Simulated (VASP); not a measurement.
# Si2W (P6_222) in VASP: a series of runs

Runs on Si2W. Level: PBE. Tasks: single point.

All numbers are computed with VASP 6.6.1; they aren't measurements. Logs are shortened: lines on timing, memory, paths and dates and some standing lists are left out, and cuts for length are marked.

### 1 The cell of the first run

It takes space group P6_222 (No. 180, hexagonal). Conventional cell: a = 4.590 Å, b = 4.590 Å, c = 6.718 Å, α = 90.00°, β = 90.00°, γ = 120.00°. Si (site symmetry 2) has 7 Si at 2.20 to 2.94 Å and 5 W at 2.55 to 2.87 Å within 3.0 Å. W (site symmetry 222) has 10 Si at 2.55 to 2.87 Å and 4 W at 3.21 Å within 3.4 Å.

### 2 Single point, PBE

INCAR reads:

```
SYSTEM = Si2W
PREC = Accurate
ENCUT = 520
EDIFF = 1E-6
ISMEAR = 0
SIGMA = 0.03
LREAL = .FALSE.
LASPH = .TRUE.
NELM = 100
ALGO = Normal
ISIF = 2
LWAVE = .FALSE.
LCHARG = .FALSE.
GGA = PE
NBANDS = 43
```

KPOINTS reads:

```
Automatic mesh
0
G
  9 9 6
  0 0 0
```

POSCAR reads:

```
Si2W
1.0
    4.5900641255      0.0000000000      0.0000000000
   -2.2950320628      3.9751121377      0.0000000000
    0.0000000000      0.0000000000      6.7175588476
Si W
6 3
Direct
    0.8613670885      0.7227341769      0.5000000000
    0.1386329115      0.8613670885      0.8333333333
    0.7227341769      0.8613670885      0.1666666667
    0.1386329115      0.2772658231      0.5000000000
    0.8613670885      0.1386329115      0.8333333333
    0.2772658231      0.1386329115      0.1666666667
    0.0000000000      0.5000000000      0.1666666667
    0.5000000000      0.5000000000      0.8333333333
    0.5000000000      0.0000000000      0.5000000000
```

Potentials or basis: VASP PAW PBE potentials, release 64 (Si, W_sv).

The run is started by

```console
> cat potpaw_PBE.64/Si/POTCAR potpaw_PBE.64/W_sv/POTCAR > POTCAR
> mpirun -np 1 vasp_std > vasp.out
```

OUTCAR:

```text
SYSTEM = Si2W
   PREC = Accurate
   ENCUT = 520
   EDIFF = 1E-6
   ISMEAR = 0
   LREAL = .FALSE.
   LASPH = .TRUE.
   NELM = 100
   ISIF = 2
   GGA = PE

 ion  position               nearest neighbor table
   1  0.861  0.723  0.500-   4 2.20   2 2.50   3 2.50   9 2.55   9 2.55   7 2.67   8 2.67   9 2.87
                             4 2.90   4 2.90   6 2.94   5 2.94
   2  0.139  0.861  0.833-   5 2.20   1 2.50   6 2.50   8 2.55   8 2.55   9 2.67   7 2.67   8 2.87
                             5 2.90   5 2.90   4 2.94   3 2.94
   3  0.723  0.861  0.167-   6 2.20   1 2.50   5 2.50   7 2.55   7 2.55   9 2.67   8 2.67   7 2.87
                             6 2.90   6 2.90   4 2.94   2 2.94
   4  0.139  0.277  0.500-   1 2.20   5 2.50   6 2.50   9 2.55   9 2.55   7 2.67   8 2.67   9 2.87
                             1 2.90   1 2.90   3 2.94   2 2.94
   5  0.861  0.139  0.833-   2 2.20   4 2.50   3 2.50   8 2.55   8 2.55   9 2.67   7 2.67   8 2.87
                             2 2.90   2 2.90   1 2.94   6 2.94
   6  0.277  0.139  0.167-   3 2.20   4 2.50   2 2.50   7 2.55   7 2.55   9 2.67   8 2.67   7 2.87
                             3 2.90   3 2.90   1 2.94   5 2.94
   7  0.000  0.500  0.167-   6 2.55   3 2.55   6 2.55   3 2.55   1 2.67   4 2.67   2 2.67   5 2.67
                             3 2.87   6 2.87   9 3.21   9 3.21   8 3.21   8 3.21
   8  0.500  0.500  0.833-   2 2.55   5 2.55   2 2.55   5 2.55   1 2.67   4 2.67   3 2.67   6 2.67
                             5 2.87   2 2.87   9 3.21   9 3.21   7 3.21   7 3.21
   9  0.500  0.000  0.500-   4 2.55   1 2.55   4 2.55   1 2.55   6 2.67   3 2.67   2 2.67   5 2.67
                             4 2.87   1 2.87   7 3.21   7 3.21   8 3.21   8 3.21

  LATTYP: Found a hexagonal cell.
 ALAT       =     4.5900641255
 C/A-ratio  =     1.4635000000

  Lattice vectors:

 A1 = (   4.5900641255,   0.0000000000,   0.0000000000)
 A2 = (  -2.2950320628,   3.9751121377,   0.0000000000)
 A3 = (   0.0000000000,   0.0000000000,   6.7175588476)

Analysis of symmetry for initial positions (statically):
=====================================================================
 Subroutine PRICEL returns:
 Original cell was already a primitive cell.

 Routine SETGRP: Setting up the symmetry group for a
 hexagonal supercell.

 Subroutine GETGRP returns: Found 12 space group operations
 (whereof  4 operations were pure point group operations)
 out of a pool of 24 trial point group operations.

The static configuration has the point symmetry D_2 .
 The point group associated with its full space group is D_6 .

Analysis of symmetry for dynamics (positions and initial velocities):
=====================================================================
 Subroutine PRICEL returns:
 Original cell was already a primitive cell.

 Routine SETGRP: Setting up the symmetry group for a
 hexagonal supercell.

 Subroutine GETGRP returns: Found 12 space group operations
 (whereof  4 operations were pure point group operations)
 out of a pool of 24 trial point group operations.

The dynamic configuration has the point symmetry D_2 .
 The point group associated with its full space group is D_6 .

 Subroutine INISYM returns: Found 12 space group operations
 (whereof  4 operations are pure point group operations),
 and found     1 'primitive' translations

----------------------------------------------------------------------------------------

                                     Primitive cell

  volume of cell :     122.5687

  direct lattice vectors                    reciprocal lattice vectors
     4.590064125  0.000000000  0.000000000     0.217861880  0.125782615  0.000000000
    -2.295032063  3.975112138  0.000000000     0.000000000  0.251565230  0.000000000
     0.000000000  0.000000000  6.717558848     0.000000000  0.000000000  0.148863601

  length of vectors
     4.590064125  4.590064126  6.717558848     0.251565230  0.251565230  0.148863601

  position of ions in fractional coordinates (direct lattice)
     0.861367089  0.722734177  0.500000000
     0.138632911  0.861367089  0.833333333
     0.722734177  0.861367089  0.166666667
     0.138632911  0.277265823  0.500000000
     0.861367089  0.138632911  0.833333333
     0.277265823  0.138632911  0.166666667
     1.000000000  0.500000000  0.166666667
     0.500000000  0.500000000  0.833333333
     0.500000000  0.000000000  0.500000000

  ion indices of the primitive-cell ions
   primitive index   ion index
                 1           1
                 2           2
                 3           3
                 4           4
                 5           5
                 6           6
                 7           7
                 8           8
                 9           9

----------------------------------------------------------------------------------------

 KPOINTS: Automatic mesh

Automatic generation of k-mesh.
 Grid dimensions read from file:
 generate k-points for:    9    9    6

 Generating k-lattice:

  Cartesian coordinates                     Fractional coordinates (reciprocal lattice)
     0.024206876  0.013975846  0.000000000     0.111111111 -0.000000000  0.000000000
     0.000000000  0.027951692  0.000000000     0.000000000  0.111111111  0.000000000
     0.000000000  0.000000000  0.024810600     0.000000000  0.000000000  0.166666667

  Length of vectors
     0.027951692  0.027951692  0.024810600

  Shift w.r.t. Gamma in fractional coordinates (k-lattice)
     0.000000000  0.000000000  0.000000000

 Subroutine IBZKPT returns following result:
 ===========================================

 Found     48 irreducible k-points:

 Following reciprocal coordinates:
            Coordinates               Weight
  0.000000  0.000000  0.000000      1.000000
  0.111111  0.000000  0.000000      6.000000
  0.222222 -0.000000  0.000000      6.000000
  0.333333  0.000000  0.000000      6.000000
  0.444444 -0.000000  0.000000      6.000000
  0.111111  0.111111  0.000000      6.000000
[... 16 lines left out ...]
  0.333333  0.222222  0.166667     24.000000
  0.333333  0.333333  0.166667      4.000000
 [... further k-points ...]
   k-points           NKPTS =     48   k-points in BZ     NKDIM =     48   number of bands    NBANDS=     43
   number of dos      NEDOS =    301   number of ions     NIONS =      9
   total plane-waves  NPLWV =  64800
   dimension x,y,z NGX =    36 NGY =   36 NGZ =   50
   dimension x,y,z NGXF=    72 NGYF=   72 NGZF=  100
   ions per type =               6   3
   NGX,Y,Z   is equivalent  to a cutoff of  13.04, 13.04, 12.37 a.u.
   NGXF,Y,Z  is equivalent  to a cutoff of  26.08, 26.08, 24.75 a.u.
 SYSTEM =  Si2W
   PREC   = accura    normal or accurate (medium, high low for compatibility)
   ISTART =      0    job   : 0-new  1-cont  2-samecut
   ICHARG =      2    charge: 1-file 2-atom 10-const
   ISPIN  =      1    spin polarized calculation?
   LNONCOLLINEAR =      F non collinear calculations
   LSORBIT =      F    spin-orbit coupling
   LASPH  =      T    aspherical Exc in radial PAW
   ENCUT  =  520.0 eV  38.22 Ry    6.18 a.u.   8.53  8.53 12.49*2*pi/ulx,y,z
   NELM   =    100;   NELMIN=  2; NELMDL= -5     # of ELM steps
   EDIFF  = 0.1E-05   stopping-criterion for ELM
   LREAL  =      F    real-space projection
   EDIFFG = 0.1E-04   stopping-criterion for IOM
   NSW    =      0    number of steps for IOM
   IBRION =     -1    ionic relax: 0-MD 1-quasi-New 2-CG
   NFREE  =      0    steps in history (QN), initial steepest desc. (CG)
   ISIF   =      2    stress and relaxation
   ISYM   =      2    0-nonsym 1-usesym 2-fastsym
   POTIM  = 0.5000    time-step for ionic-motion
   TEBEG  =    0.0;   TEEND  =   0.0 temperature during run
   PSTRESS=    0.0 pullay stress
   NELECT =      66.0000    total number of electrons
   NUPDOWN=      -1.0000    fix difference up-down
   EMIN   =  10.00;   EMAX   =-10.00  energy-range for DOS
   EFERMI =   0.00;   METHOD = LEGACY
   ISMEAR =     0;   SIGMA  =   0.03  broadening in eV -4-tet -1-fermi 0-gaus
   EFERMI_NEDOS =   21; number of points for ismear=-14 and -15
   IALGO  =     38    algorithm
   IMIX   =      4    mixing-type and parameters
     AMIX     =   0.40;   BMIX     =  1.00
     AMIX_MAG =   1.60;   BMIX_MAG =  1.00
  volume/ion in A,a.u.               =      13.62        91.90
  Fermi-wavevector in a.u.,A,eV,Ry     =   1.331873  2.516876 24.135194  1.773887
  Thomas-Fermi vector in A             =   2.460851
   LORBIT       =      0    0 simple, 1 ext, 2 COOP (PROOUT), +10 PAW based schemes
   GGA     = PE    functional components
   LHFCALC =     F    Hartree Fock is set to
   AEXX    =    0.0000 exact exchange contribution
   IVDW    =     0    specifies the selected vdW correction
   LEPSILON=     F    determine dielectric tensor
   LRPA    =     F    only Hartree local field effects (RPA)
 non-spin polarized calculation
 Gauss-broadening in eV      SIGMA  =   0.03
  energy-cutoff  :      520.00
  volume of cell :      122.57
 maximum number of plane-waves:      3343
 NGX is ok and might be reduce to    36

 number of electron      66.0000005 magnetization

 Free energy of the ion-electron system (eV)
  ---------------------------------------------------
  ext. energy  EPLUGINS =         0.00000000
  ---------------------------------------------------
  free energy    TOTEN  =       -71.33725028 eV

  energy without entropy =      -71.33552904  energy(sigma->0) =      -71.33638966

 E-fermi :  12.0597     XC(G=0): -12.4491

 val. band max:       12.0571392328   @ k =   0.1111   0.0000   0.1667
 cond. band min:      12.0603494770   @ k =   0.3333   0.1111   0.5000
 fundamental gap:      0.0032102442
 Fermi energy:        12.0596605095

 k-point     1 :       0.0000    0.0000    0.0000
  band No.  band energies     occupation
      1     -62.0657      2.00000
      2     -62.0545      2.00000
      3     -62.0545      2.00000
      4     -26.5192      2.00000
      5     -26.5192      2.00000
      6     -26.4554      2.00000
[... 35 lines left out ...]
     42      15.2959      0.00000
     43      15.3243      0.00000
[... 1017 lines left out ...]
      3     -62.0547      2.00000
      4     -26.5284      2.00000
      5     -26.5120      2.00000
      6     -26.4902      2.00000
[... 35 lines left out ...]
     42      15.5401      0.00000
     43      15.6102      0.00000

 [... further k-points ...]
[... 5 lines left out ...]
  --------------------------------------------------------------------------------------
  -------------------------------------------------------------------------------------
  Total        8.9718385      8.9718385     -2.0949588     -0.0000000      0.0000000      0.0000000
  in kB      117.2768823    117.2768823    -27.3846037     -0.0000000      0.0000000      0.0000000
  external PRESSURE =      69.0563869 kB  Pullay stress =       0.0000000 kB

 VOLUME and BASIS-vectors are now :
 -----------------------------------------------------------------------------
  energy-cutoff  :      520.00
  volume of cell :      122.57
      direct lattice vectors                 reciprocal lattice vectors
     4.590064125  0.000000000  0.000000000     0.217861880  0.125782615  0.000000000
    -2.295032063  3.975112138  0.000000000     0.000000000  0.251565230  0.000000000
     0.000000000  0.000000000  6.717558848     0.000000000  0.000000000  0.148863601

 POSITION                                       TOTAL-FORCE (eV/Angst)
 -----------------------------------------------------------------------------------
      2.29503      2.87295      3.35878         0.000000     -4.643041      0.000000
     -1.34053      3.42403      5.59797         4.020992     -2.321521      0.000000
      1.34053      3.42403      1.11959        -4.020992     -2.321521      0.000000
     -0.00000      1.10216      3.35878        -0.000000      4.643041      0.000000
      3.63556      0.55108      5.59797        -4.020992      2.321521      0.000000
      0.95450      0.55108      1.11959         4.020992      2.321521      0.000000
     -1.14752      1.98756      1.11959        -0.000000     -0.000000     -0.000000
      1.14752      1.98756      5.59797        -0.000000      0.000000     -0.000000
      2.29503      0.00000      3.35878        -0.000000      0.000000      0.000000
 -----------------------------------------------------------------------------------
    total drift:                               -0.000000     -0.000000      0.000000

  FREE ENERGIE OF THE ION-ELECTRON SYSTEM (eV)
  ---------------------------------------------------
  free  energy   TOTEN  =       -71.3372502840 eV

  energy  without entropy=      -71.3355290392  energy(sigma->0) =      -71.33638966
```

It took 1.7 min on 1 thread of Intel Xeon 6975P-C (Granite Rapids), shared host; peak memory 0.35 GiB.

Results:

```yaml
Free_energy: -71.3373 eV
Pressure: 6.9 GPa
Largest_force: 4.643 eV/Å
Band_gap_on_the_k_mesh: zero (bands 33 and 34 overlap by 0.50 eV)
```

Forces on the atoms (eV/Å):
```
Si   0.000 -4.643  0.000
Si   4.021 -2.322  0.000
Si  -4.021 -2.322  0.000
Si   0.000  4.643  0.000
Si  -4.021  2.322  0.000
Si   4.021  2.322  0.000
W    0.000  0.000  0.000
W    0.000  0.000  0.000
W    0.000  0.000  0.000
```

Caveat: the cell stands under pressure; spin-orbit coupling is left out, which moves the levels of the heavy elements; forces of over 1 eV/Å act on the atoms, so gaps and moduli don't describe the material at rest.

### 3 Single point, PBE

This run uses another cell than the first one, of the same volume but with other edges.

INCAR reads:

```
PREC     = Accurate       # precision mode
ENCUT    = 520            # plane-wave cutoff, eV
EDIFF    = 1E-6           # SCF threshold, eV
ISMEAR   = 0              # smearing method
SIGMA    = 0.03           # smearing width, eV
LREAL    = F              # projectors in reciprocal space
LASPH    = T              # aspherical terms in the spheres
NELM     = 80             # most SCF steps
ALGO     = Normal         # electronic algorithm
ISIF     = 2              # what is computed and relaxed
LWAVE    = F              # write WAVECAR
LCHARG   = F              # write CHGCAR
GGA      = PE             # functional
NBANDS   = 43             # bands
```

KPOINTS reads:

```
regular mesh
0
Gamma
  9 9 6
```

Changes to POSCAR since step 2:

```diff
@@ -2,5 +2,5 @@
 1.0
-    4.5900641255      0.0000000000      0.0000000000
-   -2.2950320628      3.9751121377      0.0000000000
-    0.0000000000      0.0000000000      6.7175588476
+    4.6392971011      0.0000000000      0.0000000000
+   -2.3196485506      4.0177491452      0.0000000000
+    0.0000000000      0.0000000000      6.5757397110
 Si W
```

Potentials or basis: VASP PAW PBE potentials, release 64 (Si, W_sv).

The run is started by

```console
> cat potpaw_PBE.64/Si/POTCAR potpaw_PBE.64/W_sv/POTCAR > POTCAR
> mpirun -np 1 vasp_std > vasp.out
```

Run time: 1.8 min. Hardware: 1 thread of Intel Xeon 6975P-C (Granite Rapids), shared host; peak memory 0.35 GiB.

It converged, with:

```yaml
Free_energy: -71.5034 eV
Pressure: 6.6 GPa
Largest_force: 4.321 eV/Å
Band_gap_on_the_k_mesh: zero (bands 33 and 34 overlap by 0.59 eV)
```

Forces on the atoms (eV/Å):
```
Si   0.000 -4.321  0.000
Si   3.742 -2.161  0.000
Si  -3.742 -2.161  0.000
Si   0.000  4.321  0.000
Si  -3.742  2.161  0.000
Si   3.742  2.161  0.000
W    0.000  0.000  0.000
W    0.000  0.000  0.000
W    0.000  0.000  0.000
```

Stress tensor (GPa, compression positive):
```
8.57 0.00 0.00
0.00 8.57 0.00
0.00 0.00 2.76
```

Levels at points of the mesh, in eV from the Fermi level:
```
           k point  band 30  band 31  band 32  band 33  band 34  band 35  band 36  band 37
(0.00, 0.00, 0.00)    -2.56    -2.56    -1.28    -0.16     1.22     1.22     2.21     2.25
(0.00, 0.00, 0.50)    -1.81    -1.81    -0.18    -0.18     1.60     1.60     2.28     2.28
```

Caveat: the cell stands under pressure; spin-orbit coupling is left out, which moves the levels of the heavy elements; forces of over 1 eV/Å act on the atoms, so gaps and moduli don't describe the material at rest.
